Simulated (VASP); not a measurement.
# I in VASP: notebook, part 2 of 2

VASP 6.6.1. Earlier steps stand in the parts before.

## Step 4: Relaxation of cell and atoms, PBEsol, target pressure 30 GPa, at which the enthalpy is minimised

INCAR

```
PREC = Accurate
ENCUT = 600
EDIFF = 1E-6
ISMEAR = -1
SIGMA = 0.05
LREAL = F
LASPH = T
NELM = 80
ALGO = Normal
ISIF = 3
LWAVE = F
LCHARG = F
GGA = PS
IBRION = 2
NSW = 60
EDIFFG = -0.01
PSTRESS = 300.0
```

KPOINTS

```
Automatic mesh
0
Gamma
  7 7 11
```

POSCAR

```
I
1.0
    2.5383465792     -3.7066249365      0.0000000000
    2.5383465792      3.7066249365      0.0000000000
   -1.6208748370      0.0000000000      2.3810977968
I
1
Direct
    0.5000000000      0.5000000000      0.5000000000
```

Potentials or basis: VASP PAW PBE potentials, release 64 (I).

Started as:

```console
> cat potpaw_PBE.64/I/POTCAR > POTCAR
> mpirun -np 1 vasp_std > vasp.out
```

OUTCAR:

```text
PREC = Accurate
   ENCUT = 600
   EDIFF = 1E-6
   ISMEAR = -1
   LREAL = F
   LASPH = T
   NELM = 80
   ISIF = 3
   GGA = PS
   IBRION = 2
   NSW = 60
   EDIFFG = -0.01
   PSTRESS = 300.0

 ion  position               nearest neighbor table
   1  0.500  0.500  0.500-

  LATTYP: Found a base centered monoclinic cell.
 ALAT       =     5.0766931584
 B/A-ratio  =     1.4602517114
 C/A-ratio  =     0.5673826054
 COS(beta)  =    -0.5627202553

  Lattice vectors:

 A1 = (   2.5383465792,  -3.7066249365,   0.0000000000)
 A2 = (   2.5383465792,   3.7066249365,   0.0000000000)
 A3 = (  -1.6208748370,   0.0000000000,   2.3810977968)

Analysis of symmetry for initial positions (statically):
=====================================================================
 Subroutine PRICEL returns:
 Original cell was already a primitive cell.

 Routine SETGRP: Setting up the symmetry group for a
 base centered monoclinic supercell.

 Subroutine GETGRP returns: Found  4 space group operations
 (whereof  4 operations were pure point group operations)
 out of a pool of  4 trial point group operations.
[... 152 lines left out ...]

 number of electron       7.0000000 magnetization

 Free energy of the ion-electron system (eV)
  ---------------------------------------------------
  ext. energy  EPLUGINS =         0.00000000
  ---------------------------------------------------
  free energy    TOTEN  =        -1.62155295 eV

  energy without entropy =       -1.61575027  energy(sigma->0) =       -1.61865161

------------------------ aborting loop because EDIFF is reached ----------------------------------------

  FORCE on cell =-STRESS in cart. coord.  units (eV):
  Direction    XX          YY          ZZ          XY          YZ          ZX
  --------------------------------------------------------------------------------------
  -------------------------------------------------------------------------------------
  Total       -0.1402422     -0.0679534     -0.1287668      0.0000000      0.0000000     -0.0419937
  in kB       -5.0147868     -2.4298804     -4.6044476      0.0000000      0.0000000     -1.5016123
  external PRESSURE =    -304.0163716 kB  Pullay stress =     300.0000000 kB
[... 833 lines left out ...]
 k-point    24 :       0.1429    0.1429    0.0909
  band No.  band energies     occupation
      1      -5.8328      2.00000
      2       3.7605      2.00000
      3       6.4722      2.00000
      4       9.9667      0.00000
      5      15.9959      0.00000
      6      17.4322      0.00000
      7      19.4872      0.00000

 [... further k-points ...]

[... ionic steps 4 to 21 ...]

--------------------------------------- Ionic step       22  -------------------------------------------

 number of electron       7.0000000 magnetization

------------------------ aborting loop because EDIFF is reached ----------------------------------------
[... 69 lines left out ...]
--------------------------------------- Ionic step       24  -------------------------------------------

 number of electron       7.0000000 magnetization

 Free energy of the ion-electron system (eV)
  ---------------------------------------------------
  ext. energy  EPLUGINS =         0.00000000
  ---------------------------------------------------
  free energy    TOTEN  =        -0.86807365 eV

  energy without entropy =       -0.86472113  energy(sigma->0) =       -0.86639739

 E-fermi :  11.0733     XC(G=0): -11.2657

 val. band max:       11.0722297990   @ k =  -0.4286  -0.0000   0.2727
 cond. band min:      11.0827280850   @ k =  -0.2857   0.1429   0.0909
 fundamental gap:      0.0104982861
 Fermi energy:        11.0733261324
[... 272 lines left out ...]
  energy  without entropy=       -0.8647211290  energy(sigma->0) =       -0.86639739

  enthalpy is  TOTEN    =         3.3876611344 eV   P V=        4.2557347801

 reached required accuracy - stopping structural energy minimisation
```

CONTCAR:

```text
I
   1.00000000000000
     2.0620627131905329   -2.5843323980483994   -0.3871906019740465
     2.0620627131905329    2.5843323980483994   -0.3871906019740465
    -1.6807592234834077    0.0000000000000000    2.4480672960466738
  I
     1
Direct
     0.5000000000000000    0.5000000000000000    0.5000000000000000

  0.00000000E+00  0.00000000E+00  0.00000000E+00
```

Run time: 4.2 min. Hardware: 1 thread of Intel Xeon Platinum 8481C at 2.70GHz (Sapphire Rapids), shared host; peak memory 0.26 GiB.

Results:

| Property | Result |
| --- | --- |
| Free energy | -0.8681 eV |
| Relaxed volume | 22.73 Å³/atom |
| Relaxed cell | a = 3.329 Å, b = 3.329 Å, c = 2.970 Å, α = 116.52°, β = 116.52°, γ = 101.86° |
| Space group after relaxing (to 0.05 Å) | I4/mmm (No. 139) |
| Energy change on relaxing (the enthalpy is what falls) | +753.5 meV/atom |
| Ionic steps | 24 |
| Pressure after relaxing | 29.9 GPa |

Step by step:
```csv
step,energy change (eV),largest force (eV/Å),pressure (GPa),volume (Å³)
1,0.0000,0.0000,-0.40,44.81
2,35.2723,0.0000,1327.34,9.19
3,0.0424,0.0000,3.44,39.38
4,0.1659,0.0000,8.15,35.83
5,1.2756,0.0000,39.14,27.04
6,0.8700,0.0000,28.30,28.99
7,5.5026,0.0000,199.12,14.65
8,0.8835,0.0000,36.02,22.91
9,0.9686,0.0000,38.99,22.33
10,1.0770,0.0000,42.74,21.74
11,0.2627,0.0000,10.92,26.88
12,0.6537,0.0000,27.48,23.55
13,0.6678,0.0000,28.00,23.47
14,0.7102,0.0000,28.98,23.02
15,0.7415,0.0000,29.74,22.81
16,0.8261,0.0000,32.07,22.36
17,0.7772,0.0000,30.70,22.61
18,0.7836,0.0000,30.88,22.57
19,0.7309,0.0000,28.93,22.85
20,0.7571,0.0000,29.90,22.71
21,0.7589,0.0000,30.09,22.70
22,0.7593,0.0000,30.13,22.70
23,0.7510,0.0000,29.85,22.74
24,0.7535,0.0000,29.94,22.73
```

Final structure:
```cif
data_structure
_symmetry_space_group_name_H-M 'P 1'
_symmetry_Int_Tables_number 1
_cell_length_a 3.3288
_cell_length_b 3.3288
_cell_length_c 2.9695
_cell_angle_alpha 116.520
_cell_angle_beta 116.520
_cell_angle_gamma 101.857
_cell_volume 22.73
loop_
_atom_site_label
_atom_site_type_symbol
_atom_site_fract_x
_atom_site_fract_y
_atom_site_fract_z
_atom_site_occupancy
I1 I 0.50000 0.50000 0.50000 1
```

Caveat: the cell is relaxed towards a set pressure, so the enthalpy falls and the energy may rise; the volume moved by over 15 % at a fixed basis, so the end points are rough; the PAW data sets were made with another functional, which shifts forces and pressure a little; spin-orbit coupling is left out, which moves the levels of the heavy elements; an odd number of electrons without spin polarisation forces a metal; a magnetic or distorted state may lie lower.

## Step 5: Single point, LDA

INCAR

```
SYSTEM = I
  PREC = Accurate
  ENCUT = 520
  EDIFF = 1E-6
  ISMEAR = -1
  SIGMA = 0.05
  LREAL = .FALSE.
  LASPH = .TRUE.
  NELM = 80
  ALGO = Normal
  ISIF = 2
  LWAVE = .FALSE.
  LCHARG = .FALSE.
  NBANDS = 10
```

KPOINTS

```
regular mesh
0
G
  7 7 11
  0 0 0
```

POSCAR is that of step 4.

Potentials or basis: VASP PAW LDA potentials, release 64 (I).

Started as:

```console
> cat potpaw_LDA.64/I/POTCAR > POTCAR
> mpirun -np 1 vasp_std > vasp.out
```

Wall time 2 min (1 thread of AMD EPYC 7R13, shared host); peak memory 0.17 GiB.

Results (log left out):

| Quantity | Value |
| --- | --- |
| Free energy | -1.8567 eV |
| Pressure | -1.3 GPa |

Stress tensor (GPa, compression positive):
```
-1.41  0.00 -0.05
 0.00 -1.02  0.00
-0.05  0.00 -1.46
```

Levels at points of the mesh, in eV from the Fermi level:
| k point | band 1 | band 2 | band 3 | band 4 | band 5 | band 6 | band 7 | band 8 |
| --- | --- | --- | --- | --- | --- | --- | --- | --- |
| (0.00, 0.00, 0.00) | -13.65 | -1.55 | -1.54 | 3.86 | 4.02 | 7.71 | 8.01 | 10.40 |

Caveat: spin-orbit coupling is left out, which moves the levels of the heavy elements; an odd number of electrons without spin polarisation forces a metal; a magnetic or distorted state may lie lower.

## Step 6: Summary

```csv
task,level,potentials or basis,cell,cutoff (eV),smearing,gap on the mesh (eV),pressure (GPa)
single point,LDA,"VASP PAW LDA potentials, release 64 (I)","a = 4.492, b = 4.492, c = 2.880 Å, angles 108.5, 108.5, 111.2°, 1 atom",520,gaussian 0.1 eV,none,-1.3
single point,LDA,"VASP PAW LDA potentials, release 64 (I)","a = 4.408, b = 4.506, c = 2.898 Å, angles 109.1, 107.6, 110.7°, 1 atom",520,gaussian 0.05 eV,none,-1.7
relaxation of cell and atoms,PBEsol,"VASP PAW PBE potentials, release 64 (I)","relaxed to 30 GPa from a = 4.492, b = 4.492, c = 2.880 Å, angles 108.5, 108.5, 111.2°, 1 atom",600,fermi-dirac 0.05 eV,none,29.9
single point,LDA,"VASP PAW LDA potentials, release 64 (I)","a = 4.492, b = 4.492, c = 2.880 Å, angles 108.5, 108.5, 111.2°, 1 atom",520,fermi-dirac 0.05 eV,none,-1.3
```

Alike in all rows: no spin polarisation; k mesh 7 × 7 × 11.

Caveats: spin-orbit coupling is left out, which moves the levels of the heavy elements; an odd number of electrons without spin polarisation forces a metal; a magnetic or distorted state may lie lower; the cell is relaxed towards a set pressure, so the enthalpy falls and the energy may rise (some runs); the volume moved by over 15 % at a fixed basis, so the end points are rough (some runs); the PAW data sets were made with another functional, which shifts forces and pressure a little (some runs).

Total energies depend on the potentials used, so only differences within one code and one set of settings carry meaning.
